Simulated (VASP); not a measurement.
Set up this calculation in VASP 6.6.1, as the native input.

* Task: single point
* Functional: PBEsol
* Potentials or basis: VASP PAW PBE potentials, release 64 (Hf_pv)
* Cutoff: 500 eV
* k mesh: 8 × 8 × 8
* Occupations: fermi-dirac, width 0.05 eV
* Spin: no spin polarisation
* Dipole correction: no
* Further INCAR settings: ALGO = Normal; EDIFF = 1e-06; NBANDS = 11

The structure of Hf lies in POSCAR:

```
Hf
1.0
   -1.8050000000      1.8050000000      1.8050000000
    1.8050000000     -1.8050000000      1.8050000000
    1.8050000000      1.8050000000     -1.8050000000
Hf
1
Direct
    0.0000000000      0.0000000000      0.0000000000
```

This isn't the form of Hf at room conditions, which is hcp.

One way to write it, as run:

INCAR

```
SYSTEM = Hf
PREC     = Accurate       ! precision mode
ENCUT    = 500            ! plane-wave cutoff, eV
EDIFF    = 1E-6           ! SCF threshold, eV
ISMEAR   = -1             ! smearing method
SIGMA    = 0.05           ! smearing width, eV
LREAL    = .False.        ! projectors in reciprocal space
LASPH    = .True.         ! aspherical terms in the spheres
NELM     = 120            ! most SCF steps
ALGO     = Normal         ! electronic algorithm
ISIF     = 2              ! what is computed and relaxed
LWAVE    = .False.        ! write WAVECAR
LCHARG   = .False.        ! write CHGCAR
GGA      = PS             ! functional
NBANDS   = 11             ! bands
GGA_COMPAT= .False.
```

KPOINTS

```
Automatic mesh
0
Gamma
  8 8 8
  0 0 0
```

Potentials or basis: VASP PAW PBE potentials, release 64 (Hf_pv).

The run is started by

```bash
$ cat potpaw_PBE.64/Hf_pv/POTCAR > POTCAR
$ mpirun -np 1 vasp_std > vasp.out
```

Results of the run:

- Pressure: -9.7 GPa
- Band gap on the k mesh: zero (bands 5 and 6 overlap by 2.18 eV)

Caveat: the cell stands under tension; the PAW data sets were made with another functional, which shifts forces and pressure a little; spin-orbit coupling is left out, which moves the levels of the heavy elements.

Wall time 5.1 s on 1 thread of AMD EPYC 7R13 Processor (Zen 3), on a shared host, peak memory 0.11 GiB.
